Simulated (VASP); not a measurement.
Set up this calculation in VASP 6.6.1, as the native input.

```yaml
Task: single point
Functional: PBE
Potentials_or_basis: VASP PAW PBE potentials, release 64 (Al, Be, N, H)
Cutoff: 520 eV
k_mesh: 1 × 1 × 1, shifted
Occupations: gaussian, width 0.01 eV
Spin: no spin polarisation
Dipole_correction: no
Further_INCAR_settings: LREAL = Auto; ALGO = Normal; EDIFF = 1e-06; NBANDS = 86
```

The structure of BeAl15HN16 (a cell with a defect) lies in POSCAR:

```
BeAl15HN16
1.0
    6.2595139128      0.0000000578      0.0000000000
   -3.1297570064      5.4208980350      0.0000000000
    0.0000000000      0.0000000000     10.0348065929
Al Be N H
15 1 16 1
Direct
    0.3314718160      0.1686378599      0.2409261030
    0.3292344674      0.1707460040      0.7471216867
    0.1646054936      0.3354801899      0.9984501613
    0.3290123929      0.6615806251      0.2540283702
    0.1547500129      0.8183573502      0.5049757599
    0.3318988692      0.6657252858      0.7482873534
    0.1654996992      0.8339721528      0.9985887341
    0.8385495434      0.1710507119      0.2539957070
    0.6816933660      0.3453205623      0.5049566219
    0.8340412775      0.1680304532      0.7483411828
    0.6660570456      0.3345876786      0.9986070567
    0.8328311288      0.6671350012      0.2489262024
    0.6658442313      0.8341786983      0.5015176008
    0.8306434297      0.6694847384      0.7528818706
    0.6641119343      0.8358897042      1.0016395179
    0.1376728439      0.3621359293      0.5156514089
    0.3587381623      0.1413045472      0.4299274305
    0.1671464451      0.3331896392      0.1881024669
    0.3301830987      0.1698272550      0.9386534784
    0.1651427465      0.3343235043      0.6829546035
    0.3223890607      0.6522588757      0.4446072055
    0.1669342073      0.8305766802      0.1883450221
    0.3310548569      0.6690541808      0.9385799551
    0.1643726231      0.8330642520      0.6918674859
    0.8476510898      0.1775574193      0.4445778779
    0.6693988816      0.3329159874      0.1883547815
    0.8309036928      0.1689544834      0.9386559696
    0.6669481857      0.3358304075      0.6918489512
    0.8312403647      0.6688079886      0.4390839875
    0.6658568950      0.8341090101      0.1928556348
    0.8298300111      0.6702426859      0.9414596317
    0.6665311073      0.8334262739      0.6905744296
    0.4513630196      0.0486418643      0.3989017509
```

These files were run (other wordings do the same):

INCAR

```
PREC = Accurate
ENCUT = 520
EDIFF = 1E-6
ISMEAR = 0
SIGMA = 0.01
LREAL = Auto
LASPH = T
NELM = 60
ALGO = Normal
ISIF = 2
LWAVE = F
LCHARG = F
GGA = PE
NBANDS = 86
```

KPOINTS

```
Automatic mesh
0
Gamma
  1 1 1
  0.25 0.25 0.25
```

Potentials or basis: VASP PAW PBE potentials, release 64 (Al, Be, N, H).

Run with:

```bash
$ cat potpaw_PBE.64/Al/POTCAR potpaw_PBE.64/Be/POTCAR potpaw_PBE.64/N/POTCAR potpaw_PBE.64/H/POTCAR > POTCAR
$ mpirun -np 1 vasp_std > vasp.out
```

It gave:

The pressure is -0.7 GPa, the largest force is 0.260 eV/Å and the band gap on the k mesh is 5.44 eV.

Caveat: the k points lie up to 0.58 Å⁻¹ apart.

Run time: 6.5 min on 1 thread of Intel(R) Xeon(R) Platinum 8259CL CPU @ 2.50GHz (Skylake/Cascade Lake), on a shared host, peak memory 0.48 GiB.
